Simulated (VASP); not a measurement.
# Al2BN (R-3m) in VASP: further runs, part 2 of 2

VASP 6.6.1.

**3. Single point, PBE**

This run uses another cell than the first one, of 13.47 Å³/atom.

File INCAR:

```
ALGO = Normal ; EDIFF = 1E-6
ENCUT = 520 ; GGA = PE
ISIF = 2 ; ISMEAR = 0
LASPH = T ; LCHARG = F
LREAL = F ; LWAVE = F
NBANDS = 15 ; NELM = 80
PREC = Accurate ; SIGMA = 0.1
```

File KPOINTS:

```
k-points
0
Gamma
  6 6 6
```

File POSCAR:

```
Al2BN
1.0
    2.5436750000      1.4685914400      2.4031819200
   -2.5436750000      1.4685914400      2.4031819200
    0.0000000000     -2.9371828900      2.4031819200
Al B N
2 1 1
Direct
    0.3097655200      0.3097655200      0.3097655200
    0.6902344800      0.6902344800      0.6902344800
    0.0000000000      0.0000000000      0.0000000000
    0.5000000000      0.5000000000      0.5000000000
```

Potentials or basis: VASP PAW PBE potentials, release 64 (Al, B, N).

Run with:

```sh
cat potpaw_PBE.64/Al/POTCAR potpaw_PBE.64/B/POTCAR potpaw_PBE.64/N/POTCAR > POTCAR
mpirun -np 1 vasp_std > vasp.out
```

OUTCAR:

```text
EDIFF = 1E-6
   ENCUT = 520
   GGA = PE
   ISIF = 2
   ISMEAR = 0
   LASPH = T
   LREAL = F
   NELM = 80
   PREC = Accurate

 ion  position               nearest neighbor table
   1  0.310  0.310  0.310-   4 1.37   3 2.23   2 2.74   2 2.96   2 2.96   2 2.96
   2  0.690  0.690  0.690-   4 1.37   3 2.23   1 2.74   1 2.96   1 2.96   1 2.96
   3  0.000  0.000  0.000-   1 2.23   2 2.23
   4  0.500  0.500  0.500-   1 1.37   2 1.37

  LATTYP: Found a trigonal (rhomboedric) cell.
 ALAT       =     3.7950397447
 COS(alpha) =     0.1014948270

  Lattice vectors:

 A1 = (   2.5436750000,   1.4685914400,   2.4031819200)
 A2 = (  -2.5436750000,   1.4685914400,   2.4031819200)
 A3 = (   0.0000000000,  -2.9371828900,   2.4031819200)

Analysis of symmetry for initial positions (statically):
=====================================================================
 Subroutine PRICEL returns:
 Original cell was already a primitive cell.

 Routine SETGRP: Setting up the symmetry group for a
 trigonal (rhombohedral) supercell.

 Subroutine GETGRP returns: Found 12 space group operations
 (whereof 12 operations were pure point group operations)
 out of a pool of 12 trial point group operations.

The static configuration has the point symmetry D_3d.

Analysis of symmetry for dynamics (positions and initial velocities):
=====================================================================
 Subroutine PRICEL returns:
 Original cell was already a primitive cell.

 Routine SETGRP: Setting up the symmetry group for a
 trigonal (rhombohedral) supercell.

 Subroutine GETGRP returns: Found 12 space group operations
 (whereof 12 operations were pure point group operations)
 out of a pool of 12 trial point group operations.

The dynamic configuration has the point symmetry D_3d.

 Subroutine INISYM returns: Found 12 space group operations
[... 129 lines left out ...]
   IVDW    =     0    specifies the selected vdW correction
   LEPSILON=     F    determine dielectric tensor
   LRPA    =     F    only Hartree local field effects (RPA)
 non-spin polarized calculation
 Gauss-broadening in eV      SIGMA  =   0.10
  energy-cutoff  :      520.00
  volume of cell :       53.86
 maximum number of plane-waves:      1473
   NGX = 15   NGY = 15   NGZ = 15

 number of electron      13.9999999 magnetization

 Free energy of the ion-electron system (eV)
  ---------------------------------------------------
  ext. energy  EPLUGINS =         0.00000000
  ---------------------------------------------------
  free energy    TOTEN  =       -11.77917758 eV

  energy without entropy =      -11.76873542  energy(sigma->0) =      -11.77395650

 E-fermi :   5.6474     XC(G=0):  -9.9532

 val. band max:        5.6406871881   @ k =  -0.3333   0.1667   0.1667
 cond. band min:       5.7087320984   @ k =   0.5000   0.3333   0.1667
 fundamental gap:      0.0680449103
 Fermi energy:         5.6473838075

 k-point     1 :       0.0000    0.0000    0.0000
  band No.  band energies     occupation
      1     -10.1898      2.00000
      2      -2.2340      2.00000
      3       0.4351      2.00000
      4       1.5712      2.00000
      5       1.5712      2.00000
      6       4.7050      2.00000
      7       6.4672      0.00000
      8       6.4672      0.00000
      9       7.3605      0.00000
     10       7.3605      0.00000
     11       8.4618      0.00000
     12      14.1009      0.00000
     13      14.9861      0.00000
     14      14.9861      0.00000
[... 401 lines left out ...]
      2      -1.6891      2.00000
      3      -0.6063      2.00000
      4       0.4217      2.00000
      5       1.1162      2.00000
      6       3.5284      2.00000
      7       4.9533      2.00000
      8       5.9359      0.00004
      9       7.4192      0.00000
     10       9.9439      0.00000
     11      11.5100      0.00000
     12      11.8965      0.00000
     13      13.4509      0.00000
     14      14.3059      0.00000
     15      15.2930      0.00000

 [... further k-points ...]

------------------------ aborting loop because EDIFF is reached ----------------------------------------

  FORCE on cell =-STRESS in cart. coord.  units (eV):
  Direction    XX          YY          ZZ          XY          YZ          ZX
  --------------------------------------------------------------------------------------
  -------------------------------------------------------------------------------------
  Total        0.5229918      0.5229918     64.7612954      0.0000000     -0.0000001      0.0000000
  in kB       15.5562517     15.5562517   1926.3074131      0.0000000     -0.0000027      0.0000000
  external PRESSURE =     652.4733055 kB  Pullay stress =       0.0000000 kB

 VOLUME and BASIS-vectors are now :
 -----------------------------------------------------------------------------
  energy-cutoff  :      520.00
  volume of cell :       53.86
      direct lattice vectors                 reciprocal lattice vectors
     2.543675000  1.468591440  2.403181920     0.196565992  0.113487429  0.138704994
    -2.543675000  1.468591440  2.403181920    -0.196565992  0.113487429  0.138704994
     0.000000000 -2.937182890  2.403181920     0.000000000 -0.226974857  0.138704993

 POSITION                                       TOTAL-FORCE (eV/Angst)
 -----------------------------------------------------------------------------------
      0.00000     -0.00000      2.23327         0.000000      0.000000    -27.404156
      0.00000     -0.00000      4.97628         0.000000     -0.000000     27.404156
      0.00000      0.00000      0.00000         0.000000     -0.000000      0.000000
      0.00000     -0.00000      3.60477         0.000000     -0.000000      0.000000
 -----------------------------------------------------------------------------------
    total drift:                               -0.000000     -0.000000      0.000000

  FREE ENERGIE OF THE ION-ELECTRON SYSTEM (eV)
  ---------------------------------------------------
  free  energy   TOTEN  =       -11.7791775828 eV

  energy  without entropy=      -11.7687354195  energy(sigma->0) =      -11.77395650
```

It took 31 s on 1 thread of Intel Xeon 8259CL, shared host; peak memory 0.16 GiB.

Results:

```yaml
Free_energy: -11.7792 eV
Pressure: 65.2 GPa
Largest_force: 27.404 eV/Å
Band_gap_on_the_k_mesh: zero (bands 7 and 8 overlap by 2.83 eV)
```

Forces in eV/Å, atoms in the order of the input:
```
Al    0.000   0.000 -27.404
Al    0.000   0.000  27.404
B     0.000   0.000   0.000
N     0.000   0.000   0.000
```

Levels at points of the mesh, in eV from the Fermi level:
| k point | band 5 | band 6 | band 7 | band 8 | band 9 | band 10 |
| --- | --- | --- | --- | --- | --- | --- |
| (0.00, 0.00, 0.00) | -4.08 | -0.94 | 0.82 | 0.82 | 1.71 | 1.71 |
| (0.50, 0.00, 0.00) | -3.64 | -3.02 | -0.01 | 0.48 | 2.94 | 3.79 |
| (0.50, 0.50, 0.00) | -4.15 | -1.68 | 0.06 | 0.17 | 1.29 | 4.59 |
| (0.50, 0.50, 0.50) | -5.03 | -3.98 | -2.01 | -2.01 | 1.33 | 5.08 |

Caveat: the cell stands under pressure; forces of over 1 eV/Å act on the atoms, so gaps and moduli don't describe the material at rest.

**4. Relaxation of cell and atoms, PBE**

This run uses another cell than the first one, of 13.47 Å³/atom.

File INCAR:

```
  PREC = Accurate
  ENCUT = 600
  EDIFF = 1E-6
  ISMEAR = 0
  SIGMA = 0.1
  LREAL = False
  LASPH = True
  NELM = 100
  ALGO = Normal
  ISIF = 3
  LWAVE = False
  LCHARG = False
  GGA = PE
  IBRION = 2
  NSW = 90
  EDIFFG = -0.04
```

File KPOINTS:

```
regular mesh
0
Gamma
  6 6 6
```

POSCAR is that of step 3.

Run with:

```sh
cat potpaw_PBE.64/Al/POTCAR potpaw_PBE.64/B/POTCAR potpaw_PBE.64/N/POTCAR > POTCAR
mpirun -np 1 vasp_std > vasp.out
```

It took 8.9 min on 1 thread of Intel Xeon 8259CL, shared host; peak memory 0.19 GiB.

Results (log left out):

```
Free energy                           : -19.8078 eV
Relaxed volume                        : 11.87 Å³/atom
Relaxed cell                          : a = 3.708 Å, b = 3.708 Å, c = 3.708 Å, α = 76.80°, β = 76.80°, γ = 76.80°
Space group after relaxing (to 0.1 Å) : R-3m (No. 166)
Pressure after relaxing               : 0.0 GPa
Band gap on the k mesh                : zero (bands 7 and 8 overlap by 3.13 eV)
```

Stress tensor (GPa, compression positive):
```
-0.05  0.00  0.00
 0.00 -0.05  0.00
 0.00  0.00  0.02
```

Final structure:
```cif
data_structure
_symmetry_space_group_name_H-M 'P 1'
_symmetry_Int_Tables_number 1
_cell_length_a 3.7077
_cell_length_b 3.7077
_cell_length_c 3.7077
_cell_angle_alpha 76.801
_cell_angle_beta 76.801
_cell_angle_gamma 76.801
_cell_volume 47.47
loop_
_atom_site_label
_atom_site_type_symbol
_atom_site_fract_x
_atom_site_fract_y
_atom_site_fract_z
_atom_site_occupancy
Al1 Al 0.26279 0.26279 0.26279 1
Al2 Al 0.73721 0.73721 0.73721 1
B1 B 0.00000 0.00000 0.00000 1
N1 N 0.50000 0.50000 0.50000 1
```

Levels at points of the mesh, in eV from the Fermi level:
```
           k point  band 5  band 6  band 7  band 8  band 9  band 10
(0.00, 0.00, 0.00)   -3.51   -0.93    0.32    0.32    1.73     1.73
(0.50, 0.00, 0.00)   -2.85   -1.60   -0.65   -0.47    3.39     3.93
(0.50, 0.50, 0.00)   -4.55   -0.67   -0.18    0.81    1.33     3.98
(0.50, 0.50, 0.50)   -4.39   -4.39   -2.65   -2.65    2.81     6.06
```

**5. Overview**

| task | cell | cutoff (eV) | gap on the mesh (eV) | pressure (GPa) | largest force (eV/Å) |
| --- | --- | --- | --- | --- | --- |
| single point | a = 3.708 Å, angles 76.8°, 4 atoms, atomic positions A | 520 | none | -0.1 | 0.02 |
| single point | a = 3.795 Å, angles 84.2°, 4 atoms, atomic positions B | 520 | none | 65.2 | 27.40 |
| relaxation of cell and atoms | relaxed from a = 3.795 Å, angles 84.2°, 4 atoms, atomic positions B | 600 | none | 0.0 | - |

Alike in all rows: level PBE; potentials or basis VASP PAW PBE potentials, release 64 (Al, B, N); no spin polarisation; k mesh 6 × 6 × 6; smearing gaussian 0.1 eV.

Caveats: the cell stands under pressure (at least some runs); forces of over 1 eV/Å act on the atoms, so gaps and moduli don't describe the material at rest (at least some runs).

Total energies depend on the potentials used, so only differences within one code and one set of settings carry meaning.
